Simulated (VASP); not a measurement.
Here is a VASP 6.6.1 calculation.

INCAR

```
SYSTEM = AgO
ALGO     = Normal         ! electronic algorithm
EDIFF    = 1E-8           ! SCF threshold, eV
ENCUT    = 520            ! plane-wave cutoff, eV
GGA      = PS             ! functional
IBRION   = 8              ! ionic algorithm
ISIF     = 2              ! what is computed and relaxed
ISMEAR   = -1             ! smearing method
LASPH    = .True.         ! aspherical terms in the spheres
LCHARG   = .True.         ! write CHGCAR
LREAL    = .False.        ! projectors in reciprocal space
LWAVE    = .False.        ! write WAVECAR
NBANDS   = 16             ! bands
NELM     = 80             ! most SCF steps
NSW      = 1              ! ionic steps
PREC     = Accurate       ! precision mode
SIGMA    = 0.15           ! smearing width, eV
```

The input KPOINTS:

```
k-points
0
Gamma
  14 14 14
  0 0 0
```

Contents of POSCAR:

```
AgO
1.0
    0.0000000000      2.4372259570      2.4372259570
    2.4372259570      0.0000000000      2.4372259570
    2.4372259570      2.4372259570      0.0000000000
Ag O
1 1
Direct
    0.0000000000      0.0000000000      0.0000000000
    0.7500000000      0.7500000000      0.7500000000
```

Potentials or basis: VASP PAW PBE potentials, release 64 (Ag, O).

Run with:

```console
$ cat potpaw_PBE.64/Ag/POTCAR potpaw_PBE.64/O/POTCAR > POTCAR
$ mpirun -np 1 vasp_std > vasp.out
```

(1) Estimate the highest phonon frequency at Γ, LO-TO splitting left out.

Results:

(1) 271 cm⁻¹.

Caveat: the cell stands under pressure or tension, which shifts response properties.
